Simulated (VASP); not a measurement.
# Mg3Cd2Te3 (Pmmm) in VASP: further runs, part 2 of 2

VASP 6.6.1.

## (4) Single point, PBE

This run uses another cell than the first one, of 27.92 Å³/atom.

Contents of INCAR:

```
PREC = Accurate
ENCUT = 520
EDIFF = 1E-6
ISMEAR = 0
SIGMA = 0.2
LREAL = False
LASPH = True
NELM = 60
ALGO = Fast
ISIF = 2
LWAVE = False
LCHARG = False
GGA = PE
NBANDS = 34
```

Contents of KPOINTS:

```
Automatic mesh
0
Gamma
  4 4 2
```

Contents of POSCAR:

```
Mg3Cd2Te3
1.0
    4.2974407126      0.0000000000      0.0000000000
    0.0000000000      6.4490460356      0.0000000000
    0.0000000000      0.0000000000      8.0595494126
Mg Cd Te
3 2 3
Direct
    0.5000000000      0.5000000000      0.7326394504
    0.5000000000      0.5000000000      0.2673605496
    0.5000000000      0.0000000000      0.0000000000
    0.0000000000      0.0000000000      0.7492575487
    0.0000000000      0.0000000000      0.2507424513
    0.5000000000      0.0000000000      0.5000000000
    0.0000000000      0.5000000000      0.0000000000
    0.0000000000      0.5000000000      0.5000000000
```

Potentials or basis: VASP PAW PBE potentials, release 64 (Mg, Cd, Te).

Launch:

```sh
$ cat potpaw_PBE.64/Mg/POTCAR potpaw_PBE.64/Cd/POTCAR potpaw_PBE.64/Te/POTCAR > POTCAR
$ mpirun -np 1 vasp_std > vasp.out
```

OUTCAR:

```text
PREC = Accurate
   ENCUT = 520
   EDIFF = 1E-6
   ISMEAR = 0
   LREAL = False
   LASPH = True
   NELM = 60
   ISIF = 2
   GGA = PE

 ion  position               nearest neighbor table
   1  0.500  0.500  0.733-   8 2.85   8 2.85   7 3.04   7 3.04
   2  0.500  0.500  0.267-   8 2.85   8 2.85   7 3.04   7 3.04
   3  0.500  0.000  0.000-   4 2.95   5 2.95   4 2.95   5 2.95
   4  0.000  0.000  0.749-   6 2.94   6 2.94   3 2.95   3 2.95
   5  0.000  0.000  0.251-   6 2.94   6 2.94   3 2.95   3 2.95
   6  0.500  0.000  0.500-   4 2.94   5 2.94   4 2.94   5 2.94
   7  0.000  0.500  0.000-   1 3.04   2 3.04   1 3.04   2 3.04
   8  0.000  0.500  0.500-   1 2.85   2 2.85   1 2.85   2 2.85

  LATTYP: Found a simple orthorhombic cell.
 ALAT       =     4.2974407126
 B/A-ratio  =     1.5006713220
 C/A-ratio  =     1.8754300412

  Lattice vectors:

 A1 = (   4.2974407126,   0.0000000000,   0.0000000000)
 A2 = (   0.0000000000,   6.4490460356,   0.0000000000)
 A3 = (   0.0000000000,   0.0000000000,   8.0595494126)

Analysis of symmetry for initial positions (statically):
=====================================================================
 Subroutine PRICEL returns:
 Original cell was already a primitive cell.

 Routine SETGRP: Setting up the symmetry group for a
 simple orthorhombic supercell.

 Subroutine GETGRP returns: Found  8 space group operations
 (whereof  8 operations were pure point group operations)
 out of a pool of  8 trial point group operations.

The static configuration has the point symmetry D_2h.

Analysis of symmetry for dynamics (positions and initial velocities):
=====================================================================
 Subroutine PRICEL returns:
 Original cell was already a primitive cell.

 Routine SETGRP: Setting up the symmetry group for a
 simple orthorhombic supercell.

 Subroutine GETGRP returns: Found  8 space group operations
 (whereof  8 operations were pure point group operations)
 out of a pool of  8 trial point group operations.

The dynamic configuration has the point symmetry D_2h.

 Subroutine INISYM returns: Found  8 space group operations
 (whereof  8 operations are pure point group operations),
 and found     1 'primitive' translations

----------------------------------------------------------------------------------------

                                     Primitive cell

  volume of cell :     223.3655

  direct lattice vectors                    reciprocal lattice vectors
     4.297440713  0.000000000  0.000000000     0.232696637  0.000000000  0.000000000
     0.000000000  6.449046036  0.000000000     0.000000000  0.155061694  0.000000000
     0.000000000  0.000000000  8.059549413     0.000000000  0.000000000  0.124076415

  length of vectors
     4.297440713  6.449046036  8.059549413     0.232696637  0.155061694  0.124076415

  position of ions in fractional coordinates (direct lattice)
     0.500000000  0.500000000  0.732639450
     0.500000000  0.500000000  0.267360550
[... 45 lines left out ...]
            Coordinates               Weight
  0.000000  0.000000  0.000000      1.000000
  0.250000  0.000000  0.000000      2.000000
  0.500000  0.000000  0.000000      1.000000
  0.000000  0.250000  0.000000      2.000000
  0.250000  0.250000  0.000000      4.000000
  0.500000  0.250000  0.000000      2.000000
[... 10 lines left out ...]
  0.250000  0.500000  0.500000      2.000000
  0.500000  0.500000  0.500000      1.000000
   k-points           NKPTS =     18   k-points in BZ     NKDIM =     18   number of bands    NBANDS=     34
   number of dos      NEDOS =    301   number of ions     NIONS =      8
   total plane-waves  NPLWV =  92160
   dimension x,y,z NGX =    32 NGY =   48 NGZ =   60
   dimension x,y,z NGXF=    64 NGYF=   96 NGZF=  120
   ions per type =               3   2   3
   NGX,Y,Z   is equivalent  to a cutoff of  12.38, 12.37, 12.38 a.u.
   NGXF,Y,Z  is equivalent  to a cutoff of  24.76, 24.75, 24.75 a.u.
 SYSTEM =  unknown system
   PREC   = accura    normal or accurate (medium, high low for compatibility)
   ISTART =      0    job   : 0-new  1-cont  2-samecut
   ICHARG =      2    charge: 1-file 2-atom 10-const
   ISPIN  =      1    spin polarized calculation?
   LNONCOLLINEAR =      F non collinear calculations
   LSORBIT =      F    spin-orbit coupling
   LASPH  =      T    aspherical Exc in radial PAW
   ENCUT  =  520.0 eV  38.22 Ry    6.18 a.u.   7.99 11.99 14.99*2*pi/ulx,y,z
   NELM   =     60;   NELMIN=  2; NELMDL= -5     # of ELM steps
   EDIFF  = 0.1E-05   stopping-criterion for ELM
   LREAL  =      F    real-space projection
   EDIFFG = 0.1E-04   stopping-criterion for IOM
   NSW    =      0    number of steps for IOM
   IBRION =     -1    ionic relax: 0-MD 1-quasi-New 2-CG
   NFREE  =      0    steps in history (QN), initial steepest desc. (CG)
   ISIF   =      2    stress and relaxation
   ISYM   =      2    0-nonsym 1-usesym 2-fastsym
   POTIM  = 0.5000    time-step for ionic-motion
   TEBEG  =    0.0;   TEEND  =   0.0 temperature during run
   PSTRESS=    0.0 pullay stress
   NELECT =      48.0000    total number of electrons
   NUPDOWN=      -1.0000    fix difference up-down
   EMIN   =  10.00;   EMAX   =-10.00  energy-range for DOS
   EFERMI =   0.00;   METHOD = LEGACY
   ISMEAR =     0;   SIGMA  =   0.20  broadening in eV -4-tet -1-fermi 0-gaus
   EFERMI_NEDOS =   21; number of points for ismear=-14 and -15
   IALGO  =     68    algorithm
   IMIX   =      4    mixing-type and parameters
     AMIX     =   0.40;   BMIX     =  1.00
     AMIX_MAG =   1.60;   BMIX_MAG =  1.00
  volume/ion in A,a.u.               =      27.92       188.42
  Fermi-wavevector in a.u.,A,eV,Ry     =   0.980580  1.853028 13.082517  0.961538
  Thomas-Fermi vector in A             =   2.111521
   LORBIT       =      0    0 simple, 1 ext, 2 COOP (PROOUT), +10 PAW based schemes
   GGA     = PE    functional components
   LHFCALC =     F    Hartree Fock is set to
   AEXX    =    0.0000 exact exchange contribution
   IVDW    =     0    specifies the selected vdW correction
   LEPSILON=     F    determine dielectric tensor
   LRPA    =     F    only Hartree local field effects (RPA)
 non-spin polarized calculation
 RMM-DIIS sequential band-by-band and
 Gauss-broadening in eV      SIGMA  =   0.20
  energy-cutoff  :      520.00
  volume of cell :      223.37
 maximum number of plane-waves:      6072
 NGX is ok and might be reduce to    32
   NGX = 15   NGY = 23   NGZ = 29

 number of electron      47.9999990 magnetization

 Free energy of the ion-electron system (eV)
  ---------------------------------------------------
  ext. energy  EPLUGINS =         0.00000000
  ---------------------------------------------------
  free energy    TOTEN  =       -16.75313406 eV

  energy without entropy =      -16.67609463  energy(sigma->0) =      -16.71461434

 E-fermi :   3.8604     XC(G=0):  -9.0870

 val. band max:        3.8380398424   @ k =   0.5000   0.2500   0.5000
 cond. band min:       3.9231721471   @ k =   0.2500   0.2500   0.5000
 fundamental gap:      0.0851323047
 Fermi energy:         3.8604369399

 k-point     1 :       0.0000    0.0000    0.0000
  band No.  band energies     occupation
      1      -7.9145      2.00000
      2      -7.1966      2.00000
      3      -6.6085      2.00000
      4      -4.8182      2.00000
      5      -4.7229      2.00000
      6      -4.6963      2.00000
[... 655 lines left out ...]
     33       7.8068      0.00000
     34       8.0875      0.00000

------------------------ aborting loop because EDIFF is reached ----------------------------------------

  FORCE on cell =-STRESS in cart. coord.  units (eV):
  Direction    XX          YY          ZZ          XY          YZ          ZX
  --------------------------------------------------------------------------------------
  -------------------------------------------------------------------------------------
  Total        1.0924528      0.5425003      1.0419467     -0.0000000      0.0000000      0.0000000
  in kB        7.8360488      3.8912977      7.4737737     -0.0000000      0.0000000      0.0000000
  external PRESSURE =       6.4003734 kB  Pullay stress =       0.0000000 kB

 VOLUME and BASIS-vectors are now :
 -----------------------------------------------------------------------------
  energy-cutoff  :      520.00
  volume of cell :      223.37
      direct lattice vectors                 reciprocal lattice vectors
     4.297440713  0.000000000  0.000000000     0.232696637  0.000000000  0.000000000
     0.000000000  6.449046036  0.000000000     0.000000000  0.155061694  0.000000000
     0.000000000  0.000000000  8.059549413     0.000000000  0.000000000  0.124076415

 POSITION                                       TOTAL-FORCE (eV/Angst)
 -----------------------------------------------------------------------------------
      2.14872      3.22452      5.90474         0.000000      0.000000      0.064326
      2.14872      3.22452      2.15481         0.000000      0.000000     -0.064326
      2.14872      0.00000      0.00000         0.000000      0.000000      0.000000
      0.00000      0.00000      6.03868         0.000000      0.000000      0.095371
      0.00000      0.00000      2.02087         0.000000      0.000000     -0.095371
      2.14872      0.00000      4.02977         0.000000      0.000000      0.000000
      0.00000      3.22452      0.00000         0.000000      0.000000      0.000000
      0.00000      3.22452      4.02977         0.000000      0.000000      0.000000
 -----------------------------------------------------------------------------------
    total drift:                                0.000000      0.000000     -0.000000

  FREE ENERGIE OF THE ION-ELECTRON SYSTEM (eV)
  ---------------------------------------------------
  free  energy   TOTEN  =       -16.7531340558 eV

  energy  without entropy=      -16.6760946316  energy(sigma->0) =      -16.71461434
```

It took 53 s on 1 thread of Intel Xeon 6975P-C (Granite Rapids), shared host; peak memory 0.37 GiB.

Results:

```
Free energy            : -16.7531 eV
Pressure               : 0.6 GPa
Largest force          : 0.095 eV/Å
Band gap on the k mesh : zero (bands 24 and 25 overlap by 1.51 eV)
```

Forces on the atoms (eV/Å):
```
Mg   0.000  0.000  0.064
Mg   0.000  0.000 -0.064
Mg   0.000  0.000  0.000
Cd   0.000  0.000  0.095
Cd   0.000  0.000 -0.095
Te   0.000  0.000  0.000
Te   0.000  0.000  0.000
Te   0.000  0.000  0.000
```

Caveat: the k points lie up to 0.39 Å⁻¹ apart, too coarse for converged energies and pressures of a metal; spin-orbit coupling is left out, which moves the levels of the heavy elements.

## (5) Single point, PBE

This run uses another cell than the first one, of 25.98 Å³/atom.

Contents of INCAR:

```
SYSTEM = Mg3Cd2Te3
ALGO = Fast ; EDIFF = 1E-7
ENCUT = 520 ; GGA = PE
ISIF = 2 ; ISMEAR = 0
LASPH = .TRUE. ; LCHARG = .FALSE.
LREAL = .FALSE. ; LWAVE = .FALSE.
NBANDS = 34 ; NELM = 60
PREC = Accurate ; SIGMA = 0.2
```

Contents of KPOINTS:

```
k-points
0
G
  4 4 2
  0 0 0
```

Contents of POSCAR:

```
Mg3Cd2Te3
1.0
    4.9174259275      0.0000000000      0.0000000000
    0.0000000000      4.2533076047      0.0000000000
    0.0000000000      0.0000000000      9.9353331598
Mg Cd Te
3 2 3
Direct
    0.0000000000      0.5000000000      0.0000000000
    0.5000000000      0.0000000000      0.5000000000
    0.5000000000      0.0000000000      0.0000000000
    0.0000000000      0.0000000000      0.2421638281
    0.0000000000      0.0000000000      0.7578361719
    0.5000000000      0.5000000000      0.1975670536
    0.5000000000      0.5000000000      0.8024329464
    0.0000000000      0.5000000000      0.5000000000
```

Launch:

```sh
$ cat potpaw_PBE.64/Mg/POTCAR potpaw_PBE.64/Cd/POTCAR potpaw_PBE.64/Te/POTCAR > POTCAR
$ mpirun -np 1 vasp_std > vasp.out
```

Run time: 3.8 min. Hardware: 1 thread of Intel Xeon 8259CL, shared host; peak memory 0.38 GiB.

The run converged. Its results:

- Free energy: -17.1935 eV
- Pressure: 0.2 GPa
- Largest force: 0.030 eV/Å
- Band gap on the k mesh: zero (bands 24 and 25 overlap by 1.80 eV)

Forces in eV/Å, atoms in the order of the input:
```
Mg   0.000  0.000  0.000
Mg   0.000  0.000  0.000
Mg   0.000  0.000  0.000
Cd   0.000  0.000  0.030
Cd   0.000  0.000 -0.030
Te   0.000  0.000  0.006
Te   0.000  0.000 -0.006
Te   0.000  0.000  0.000
```

Stress tensor (GPa, compression positive):
```
0.11 0.00 0.00
0.00 0.11 0.00
0.00 0.00 0.37
```

Levels at points of the mesh, in eV from the Fermi level:
```tsv
k point	band 21	band 22	band 23	band 24	band 25	band 26	band 27	band 28
(0.00, 0.00, 0.00)	-2.27	-2.03	-1.36	-0.73	-0.04	0.55	1.63	2.42
(0.50, 0.00, 0.00)	-1.47	-1.43	-1.11	0.69	0.87	1.55	2.05	2.42
(0.00, 0.50, 0.00)	-1.71	-0.95	-0.55	-0.31	-0.25	0.55	0.56	1.53
(0.50, 0.50, 0.00)	-2.87	-2.32	-1.93	-1.55	-1.11	1.02	1.64	1.78
(0.00, 0.00, 0.50)	-2.31	-1.91	-1.26	-1.15	0.07	1.26	1.84	1.93
(0.50, 0.00, 0.50)	-1.42	-1.16	0.30	0.59	0.68	1.43	1.70	2.11
(0.00, 0.50, 0.50)	-2.00	-1.65	-1.30	-0.20	0.64	0.79	0.79	0.84
(0.50, 0.50, 0.50)	-3.78	-1.83	-1.66	-1.01	-0.70	-0.30	0.16	1.83
```

Caveat: the k points lie up to 0.37 Å⁻¹ apart, too coarse for converged energies and pressures of a metal; spin-orbit coupling is left out, which moves the levels of the heavy elements.

## (6) The runs side by side

```tsv
cell	further INCAR settings	gap on the mesh (eV)	pressure (GPa)	largest force (eV/Å)
a = 4.278, b = 4.965, c = 9.947 Å, 8 atoms, atomic positions A	ALGO = Fast; EDIFF = 1e-06; NBANDS = 34	none	-0.5	0.03
a = 6.264, b = 4.334, c = 8.115 Å, 8 atoms, atomic positions B	ALGO = Fast; EDIFF = 1e-07; NBANDS = 34	none	0.3	0.04
a = 4.297, b = 6.449, c = 8.060 Å, 8 atoms, atomic positions C	ALGO = Fast; EDIFF = 1e-06; NBANDS = 34	none	0.6	0.10
a = 4.917, b = 4.253, c = 9.935 Å, 8 atoms, atomic positions D	ALGO = Fast; EDIFF = 1e-07; NBANDS = 34	none	0.2	0.03
```

Alike in all rows: task single point; level PBE; potentials or basis VASP PAW PBE potentials, release 64 (Mg, Cd, Te); no spin polarisation; k mesh 4 × 4 × 2; cutoff (eV) 520; smearing gaussian 0.2 eV.

Caveats: all runs use coarse meshes; spin-orbit coupling is left out, which moves the levels of the heavy elements.

Absolute energies hang on the potentials; compare differences alone.
